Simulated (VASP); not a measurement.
Wanted: the native input for a VASP 6.6.1 run.

```
Task                   : single point
Functional             : LDA
Potentials or basis    : VASP PAW LDA potentials, release 64 (Al, N)
Cutoff                 : 520 eV
k mesh                 : 8 × 6 × 4
Occupations            : gaussian, width 0.05 eV
Spin                   : no spin polarisation
Dipole correction      : no
Further INCAR settings : ALGO = Normal; EDIFF = 1e-06; NBANDS = 26
```

The structure of AlN lies in POSCAR:

```
AlN
1.0
   -1.6378403119      2.8368226349      0.0000000000
    0.0000000000      0.0000000000      4.1006264518
    4.9135209358      2.8368226349      0.0000000000
Al N
4 4
Direct
    0.5415673766      0.7500000000      0.2562319155
    1.0000000000      0.7500000000      0.6666666667
    0.0000000000      0.2500000000      0.3333333333
    0.5000000000      0.2500000000      0.8333333333
    0.5000000000      0.2500000000      0.1666666667
    1.0000000000      0.2500000000      0.6666666667
    0.0000000000      0.7500000000      0.3333333333
    0.5000000000      0.7500000000      0.8333333333
```

This cell differs from its parent crystal: atom 1 (Al) moved by +0.372 Å along [1 0 0] and +0.372 Å along [1 2 0].

One way to write it, as run:

INCAR

```
PREC = Accurate ; ENCUT = 520
EDIFF = 1E-6 ; ISMEAR = 0
SIGMA = 0.05 ; LREAL = False
LASPH = True ; NELM = 60
ALGO = Normal ; ISIF = 2
LWAVE = False ; LCHARG = False
NBANDS = 26
```

KPOINTS

```
Automatic mesh
0
Gamma
  8 6 4
```

Potentials or basis: VASP PAW LDA potentials, release 64 (Al, N).

Launch:

```bash
$ cat potpaw_LDA.64/Al/POTCAR potpaw_LDA.64/N/POTCAR > POTCAR
$ mpirun -np 1 vasp_std > vasp.out
```

Results of the run:

```
Pressure               : 10.3 GPa
Largest force          : 10.829 eV/Å
Band gap on the k mesh : 2.62 eV, direct
```

Caveat: the cell differs from its parent crystal (atom 1 (Al) moved by +0.372 Å along [1 0 0] and +0.372 Å along [1 2 0]); forces of over 1 eV/Å act on the atoms, so gaps and moduli don't describe the material at rest.

Wall time 53 s on 1 thread of Intel(R) Xeon(R) 6975P-C (Granite Rapids), on a shared host, peak memory 0.22 GiB.
